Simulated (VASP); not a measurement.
# BN (P6_3mc) in VASP: further runs, part 2 of 2

VASP 6.6.1. Earlier steps stand in the parts before.

## Step 3: Single point, HSE06 (epitaxial xy strain +4.0%)

Contents of POSCAR:

```
BN
1.0
    2.6457080014      0.0000000000      0.0000000000
   -1.3228540007      2.2912503402      0.0000000000
    0.0000000000      0.0000000000      4.1896410019
B N
2 2
Direct
    0.3333333333      0.6666666667      0.0003656847
    0.6666666667      0.3333333333      0.5003656847
    0.3333333333      0.6666666667      0.3746343153
    0.6666666667      0.3333333333      0.8746343153
```

Contents of INCAR.step1:

```
  PREC = Accurate
  ENCUT = 520
  EDIFF = 1E-5
  ISMEAR = 0
  SIGMA = 0.01
  LREAL = False
  LASPH = True
  NELM = 80
  ALGO = Normal
  ISIF = 2
  LWAVE = True
  LCHARG = False
  GGA = PE
  NBANDS = 16
```

Contents of INCAR.step2:

```
  PREC = Accurate
  ENCUT = 520
  EDIFF = 1E-6
  ISMEAR = 0
  SIGMA = 0.01
  LREAL = False
  LASPH = True
  NELM = 80
  ALGO = Normal
  ISIF = 2
  LWAVE = False
  LCHARG = False
  GGA = PE
  LHFCALC = True
  HFSCREEN = 0.2079
  PRECFOCK = Normal
  ISTART = 1
  NBANDS = 16
```

Contents of KPOINTS:

```
Automatic mesh
0
Gamma
  9 9 4
```

Potentials or basis: VASP PAW PBE potentials, release 64 (B, N).

Command:

```console
> cat potpaw_PBE.64/B/POTCAR potpaw_PBE.64/N/POTCAR > POTCAR
> cp INCAR.step1 INCAR
> mpirun -np 1 vasp_std > vasp.out
> cp INCAR.step2 INCAR
> mpirun -np 1 vasp_std > vasp.out
```

OUTCAR:

```text
PREC = Accurate
   ENCUT = 520
   EDIFF = 1E-6
   ISMEAR = 0
   LREAL = False
   LASPH = True
   NELM = 80
   ISIF = 2
   GGA = PE
   LHFCALC = True
   HFSCREEN = 0.2079
   PRECFOCK = Normal
   ISTART = 1

 ion  position               nearest neighbor table
   1  0.333  0.667  0.000-   3 1.57   4 1.62   4 1.62   4 1.62
   2  0.667  0.333  0.500-   4 1.57   3 1.62   3 1.62   3 1.62
   3  0.333  0.667  0.375-   1 1.57   2 1.62   2 1.62   2 1.62
   4  0.667  0.333  0.875-   2 1.57   1 1.62   1 1.62   1 1.62

  LATTYP: Found a hexagonal cell.
 ALAT       =     2.6457080014
 C/A-ratio  =     1.5835613755

  Lattice vectors:

 A1 = (   2.6457080014,   0.0000000000,   0.0000000000)
 A2 = (  -1.3228540007,   2.2912503402,   0.0000000000)
 A3 = (   0.0000000000,   0.0000000000,   4.1896410019)

Analysis of symmetry for initial positions (statically):
=====================================================================
 Subroutine PRICEL returns:
 Original cell was already a primitive cell.

 Routine SETGRP: Setting up the symmetry group for a
 hexagonal supercell.

 Subroutine GETGRP returns: Found 12 space group operations
 (whereof  6 operations were pure point group operations)
 out of a pool of 24 trial point group operations.

The static configuration has the point symmetry C_3v.
 The point group associated with its full space group is C_6v.

Analysis of symmetry for dynamics (positions and initial velocities):
=====================================================================
 Subroutine PRICEL returns:
 Original cell was already a primitive cell.
[... 136 lines left out ...]
  Thomas-Fermi vector in A             =   2.526074
   LORBIT       =      0    0 simple, 1 ext, 2 COOP (PROOUT), +10 PAW based schemes
   GGA     = PE    functional components
   LHFCALC =     T    Hartree Fock is set to
   PRECFOCK=normal    Normal, Fast or Accurate (Low or Medium for compatibility)
   ENCUT4O =  -1.0   cutoff for four orbital integrals eV
   NKREDX  =     1    reduce k-point grid by
   NKREDY  =     1    reduce k-point grid by
   NKREDZ  =     1    reduce k-point grid by
   AEXX    =    0.2500 exact exchange contribution
   HFSCREEN=    0.2079 screening length (either q_TF or 0.3 A-1)
   HFSCREENC=   0.2079 screening length for correlation (either q_TF or 0.3 A-1)
   ENCUTFOCK=  -1.0 apply spherical cutoff to Coloumb kernel
   IVDW    =     0    specifies the selected vdW correction
   LEPSILON=     F    determine dielectric tensor
   LRPA    =     F    only Hartree local field effects (RPA)
 non-spin polarized calculation
 Gauss-broadening in eV      SIGMA  =   0.01
  energy-cutoff  :      520.00
  volume of cell :       25.40
 maximum number of plane-waves:       699
 NGX is ok and might be reduce to    20
  NGX = 16; NGY = 16; NGZ = 24

 number of electron      15.9999996 magnetization

 Free energy of the ion-electron system (eV)
  ---------------------------------------------------
  ext. energy  EPLUGINS =         0.00000000
  ---------------------------------------------------
  free energy    TOTEN  =       -40.30676096 eV

  energy without entropy =      -40.30676096  energy(sigma->0) =      -40.30676096

 E-fermi :   5.8977     XC(G=0): -10.2034

 val. band max:        5.8564900704   @ k =   0.0000   0.0000   0.0000
 cond. band min:      12.5564027537   @ k =   0.3333   0.3333   0.0000
 fundamental gap:      6.6999126832
 Fermi energy:         5.8976917854

 k-point     1 :       0.0000    0.0000    0.0000
  band No.  band energies     occupation
      1     -15.5977      2.00000
      2     -11.1087      2.00000
      3      -5.2439      2.00000
      4       3.3741      2.00000
      5       3.3741      2.00000
      6       5.6141      2.00000
[... 433 lines left out ...]
      3      -3.0040      2.00000
      4      -2.7749      2.00000
      5      -2.7749      2.00000
      6      -0.1040      2.00000
[... 8 lines left out ...]
     15      23.3928      0.00000
     16      23.3928      0.00000

 [... further k-points ...]

------------------------ aborting loop because EDIFF is reached ----------------------------------------

  FORCE on cell =-STRESS in cart. coord.  units (eV):
  Direction    XX          YY          ZZ          XY          YZ          ZX
  --------------------------------------------------------------------------------------
  -------------------------------------------------------------------------------------
  Total       -6.4002624     -6.4002624     -0.6406905      0.0000000      0.0000000      0.0000000
  in kB     -403.7542390   -403.7542390    -40.4173255      0.0000000      0.0000000      0.0000000
  external PRESSURE =    -282.6419345 kB  Pullay stress =       0.0000000 kB

 VOLUME and BASIS-vectors are now :
 -----------------------------------------------------------------------------
  energy-cutoff  :      520.00
  volume of cell :       25.40
      direct lattice vectors                 reciprocal lattice vectors
     2.645708001  0.000000000  0.000000000     0.377970660  0.218221462  0.000000000
    -1.322854001  2.291250340  0.000000000     0.000000000  0.436442925  0.000000000
     0.000000000  0.000000000  4.189641002     0.000000000  0.000000000  0.238683935

 POSITION                                       TOTAL-FORCE (eV/Angst)
 -----------------------------------------------------------------------------------
     -0.00000      1.52750      0.00153        -0.000000      0.000000     -0.058154
      1.32285      0.76375      2.09635         0.000000      0.000000     -0.058154
     -0.00000      1.52750      1.56958         0.000000     -0.000000      0.058154
      1.32285      0.76375      3.66440         0.000000      0.000000      0.058154
 -----------------------------------------------------------------------------------
    total drift:                                0.000000      0.000000      0.000017

  FREE ENERGIE OF THE ION-ELECTRON SYSTEM (eV)
  ---------------------------------------------------
  free  energy   TOTEN  =       -40.3067609560 eV

  energy  without entropy=      -40.3067609560  energy(sigma->0) =      -40.30676096
```

OUTCAR.step1:

```text
PREC = Accurate
   ENCUT = 520
   EDIFF = 1E-5
   ISMEAR = 0
   LREAL = False
[... 688 lines left out ...]
     -0.00000      1.52750      0.00153        -0.000000     -0.000000     -0.058914
      1.32285      0.76375      2.09635        -0.000000      0.000000     -0.058914
     -0.00000      1.52750      1.56958         0.000000     -0.000000      0.058914
      1.32285      0.76375      3.66440        -0.000000      0.000000      0.058914
 -----------------------------------------------------------------------------------
    total drift:                                0.000000      0.000000     -0.000121

  FREE ENERGIE OF THE ION-ELECTRON SYSTEM (eV)
  ---------------------------------------------------
  free  energy   TOTEN  =       -34.6536778293 eV

  energy  without entropy=      -34.6536778293  energy(sigma->0) =      -34.65367783
```

Wall time 40 min (1 thread of Intel Xeon Platinum 8259CL at 2.50GHz (Skylake/Cascade Lake), shared host); peak memory 0.26 GiB.

Results:

```
Free energy            : -40.3068 eV
Pressure               : -28.3 GPa
Largest force          : 0.058 eV/Å
Band gap on the k mesh : 6.70 eV (least direct gap 9.15 eV)
```

Forces on the atoms (eV/Å):
```
B    0.000  0.000 -0.058
B    0.000  0.000 -0.058
N    0.000  0.000  0.058
N    0.000  0.000  0.058
```

Stress tensor (GPa, compression positive):
```
-40.38   0.00   0.00
  0.00 -40.38   0.00
  0.00   0.00  -4.04
```

Levels at points of the mesh, in eV from the valence-band top:
```
           k point  band 5  band 6  band 7  band 8  band 9  band 10  band 11  band 12
(0.00, 0.00, 0.00)   -2.48   -0.24    0.00    0.00    9.32     9.32     9.43    10.93
(0.00, 0.00, 0.50)   -1.38   -1.38   -1.38   -1.38    9.83     9.83    11.01    11.01
```

Caveat: the cell differs from its parent crystal (epitaxial xy strain +4.0%); the cell stands under tension; the PAW data sets were made with another functional, which shifts forces and pressure a little; an odd mesh through Γ misses points on the zone boundary, where band edges can lie.

## Step 4: Single point, HSE06 (epitaxial xy strain -1.0%)

Contents of POSCAR:

```
BN
1.0
    2.5185105013      0.0000000000      0.0000000000
   -1.2592552506      2.1810940738      0.0000000000
    0.0000000000      0.0000000000      4.2124674919
B N
2 2
Direct
    0.3333333333      0.6666666667      0.0002865849
    0.6666666667      0.3333333333      0.5002865849
    0.3333333333      0.6666666667      0.3747134151
    0.6666666667      0.3333333333      0.8747134151
```

Contents of INCAR.step1:

```
PREC = Accurate ; ENCUT = 520
EDIFF = 1E-5 ; ISMEAR = 0
SIGMA = 0.01 ; LREAL = F
LASPH = T ; NELM = 100
ALGO = Normal ; ISIF = 2
LWAVE = T ; LCHARG = F
NBANDS = 16 ; GGA = PE
```

Contents of INCAR.step2:

```
PREC = Accurate ; ENCUT = 520
EDIFF = 1E-7 ; ISMEAR = 0
SIGMA = 0.01 ; LREAL = F
LASPH = T ; NELM = 100
ALGO = Normal ; ISIF = 2
LWAVE = F ; LCHARG = F
GGA = PE ; LHFCALC = T
HFSCREEN = 0.2079 ; PRECFOCK = Normal
NBANDS = 16 ; ISTART = 1
```

Contents of KPOINTS:

```
regular mesh
0
Gamma
  9 9 4
```

Command:

```console
> cat potpaw_PBE.64/B/POTCAR potpaw_PBE.64/N/POTCAR > POTCAR
> cp INCAR.step1 INCAR
> mpirun -np 1 vasp_std > vasp.out
> cp INCAR.step2 INCAR
> mpirun -np 1 vasp_std > vasp.out
```

Wall time 78 min (1 thread of Oxide Virtual Turin-like, shared host); peak memory 0.22 GiB.

Results (log left out):

```
Free energy            : -40.5740 eV
Pressure               : 3.8 GPa
Largest force          : 0.005 eV/Å
Band gap on the k mesh : 6.43 eV (least direct gap 10.06 eV)
```

Forces in eV/Å, atoms in the order of the input:
```
B    0.000  0.000  0.005
B    0.000  0.000  0.005
N    0.000  0.000 -0.005
N    0.000  0.000 -0.005
```

Stress tensor (GPa, compression positive):
```
 7.83  0.00  0.00
 0.00  7.83  0.00
 0.00  0.00 -4.39
```

Levels at points of the mesh, in eV from the valence-band top:
```
           k point  band 4  band 5  band 6  band 7  band 8  band 9  band 10  band 11  band 12  band 13
(0.00, 0.00, 0.00)   -2.26   -2.26   -0.32    0.00    0.00   10.07    10.28    10.28    11.72    13.05
(0.00, 0.00, 0.50)   -6.41   -1.25   -1.25   -1.25   -1.25   11.56    11.56    11.92    11.92    11.92
```

Caveat: the cell differs from its parent crystal (epitaxial xy strain -1.0%); the cell stands under pressure; the PAW data sets were made with another functional, which shifts forces and pressure a little; an odd mesh through Γ misses points on the zone boundary, where band edges can lie.

## Step 5: Overview

| cell | gap on the mesh (eV) | pressure (GPa) | largest force (eV/Å) |
| --- | --- | --- | --- |
| a = 2.544, b = 2.544, c = 4.208 Å, angles 90.0, 90.0, 120.0°, 4 atoms | 6.51 | -4.0 | 0.01 |
| a = 2.646, b = 2.646, c = 4.190 Å, angles 90.0, 90.0, 120.0°, 4 atoms | 6.70 | -28.3 | 0.06 |
| a = 2.519, b = 2.519, c = 4.212 Å, angles 90.0, 90.0, 120.0°, 4 atoms | 6.43 | 3.8 | - |

Alike in all rows: task single point; level HSE06; potentials or basis VASP PAW PBE potentials, release 64 (B, N); no spin polarisation; k mesh 9 × 9 × 4; cutoff (eV) 520; smearing gaussian 0.01 eV.

Caveats: the PAW data sets were made with another functional, which shifts forces and pressure a little; an odd mesh through Γ misses points on the zone boundary, where band edges can lie; the cell stands under tension (at least some runs); the cell stands under pressure (at least some runs).

Absolute energies hang on the potentials; compare differences alone.
